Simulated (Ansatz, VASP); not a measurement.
## CdO in VASP and in Ansatz

The input POSCAR:

```
CdO
1.0
    0.0000000000      2.3530040401      2.3530040401
    2.3530040401      0.0000000000      2.3530040401
    2.3530040401      2.3530040401      0.0000000000
Cd O
1 1
Direct
    0.0000000000      0.0000000000      0.0000000000
    0.5000000000      0.5000000000      0.5000000000
```

Contents of INCAR.step1:

```
SYSTEM = CdO
PREC = Accurate ; ENCUT = 770
ISMEAR = -1 ; SIGMA = 0.02
LREAL = .FALSE. ; LASPH = .TRUE.
NELM = 120 ; NBANDS = 20
GGA = PE ; ALGO = Normal
EDIFF = 1E-5 ; LWAVE = .TRUE.
LCHARG = .FALSE. ; GGA_COMPAT = .FALSE.
```

Contents of INCAR.step2:

```
SYSTEM = CdO
PREC = Accurate ; ENCUT = 770
EDIFF = 1E-6 ; ISMEAR = -1
SIGMA = 0.02 ; LREAL = .FALSE.
LASPH = .TRUE. ; NELM = 120
ALGO = Normal ; ISIF = 2
LWAVE = .FALSE. ; LCHARG = .FALSE.
METAGGA = R2SCAN ; LMIXTAU = .TRUE.
NBANDS = 20 ; ISTART = 1
GGA_COMPAT = .FALSE.
```

File KPOINTS:

```
regular mesh
0
G
  6 6 6
  0 0 0
```

Input for Ansatz:

```yaml
crystal:
  lattice:
    - [0.0, 2.3530040401, 2.3530040401]
    - [2.3530040401, 0.0, 2.3530040401]
    - [2.3530040401, 2.3530040401, 0.0]
  atoms:
    - { symbol: Cd, position: [0.0, 0.0, 0.0] }
    - { symbol: O, position: [0.5, 0.5, 0.5] }
kpoints:
  mp_grid: { grid: [6, 6, 6] }
hamiltonian:
  xc: r2scan
scf:
  occupations: { method: fermi_dirac, width: 0.02 }
  n_extra_bands: 4
output:
  forces: true
  stress: true
  eigenvalues: true
```

Alike in both runs: task single point; functional r2SCAN; k mesh 6 × 6 × 6; occupations fermi-dirac, width 0.02 eV; no spin polarisation.

```csv
,VASP,Ansatz
version,VASP 6.6.1,Ansatz 0.2.0
potentials or method,"VASP PAW PBE potentials, release 64 (Cd_sv_GW, O)","plane waves, PAW"
plane-wave cutoff (eV),770,500
valence electrons in the cell,26,26
```

Ansatz gave:

| Quantity | Value |
| --- | --- |
| pressure (GPa) | 0.0 |

Question: Estimate VASP's values.

Answer: Pressure (GPa): -0.4.

VASP's potentials were made for PBE, not for r2SCAN.
